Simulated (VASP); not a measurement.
A run of VASP 6.6.1 is set up as follows.

File INCAR:

```
PREC     = Accurate       # precision mode
ENCUT    = 520            # plane-wave cutoff, eV
EDIFF    = 1E-6           # SCF threshold, eV
ISMEAR   = 0              # smearing method
SIGMA    = 0.05           # smearing width, eV
LREAL    = F              # projectors in reciprocal space
LASPH    = T              # aspherical terms in the spheres
NELM     = 80             # most SCF steps
ALGO     = Normal         # electronic algorithm
ISIF     = 2              # what is computed and relaxed
LWAVE    = F              # write WAVECAR
LCHARG   = T              # write CHGCAR
GGA      = CA             # functional
LELF     = T              # ELF
LVHAR    = T            
NBANDS   = 15             # bands
```

Contents of KPOINTS:

```
regular mesh
0
Gamma
  6 6 4
```

The input POSCAR:

```
MgI2
1.0
    4.1134023628      0.0000000000      0.0000000000
   -2.0567011814      3.5623109422      0.0000000000
    0.0000000000      0.0000000000      6.7474938499
Mg I
1 2
Direct
    0.0000000000      0.0000000000      0.0000000000
    0.3333333333      0.6666666667      0.7747750392
    0.6666666667      0.3333333333      0.2252249608
```

Potentials or basis: VASP PAW LDA potentials, release 64 (Mg, I).

Launch:

```sh
$ cat potpaw_LDA.64/Mg/POTCAR potpaw_LDA.64/I/POTCAR > POTCAR
$ mpirun -np 1 vasp_std > vasp.out
```

Task: Estimate the largest force.

Result: 0.748 eV/Å.

Task: What does it give for the pressure?

Result: 1.8 GPa.

Stress tensor (GPa, compression positive):
```
1.17 0.00 0.00
0.00 1.17 0.00
0.00 0.00 2.97
```

Caveat: the cell differs from its parent crystal (atoms shifted along a free coordinate).
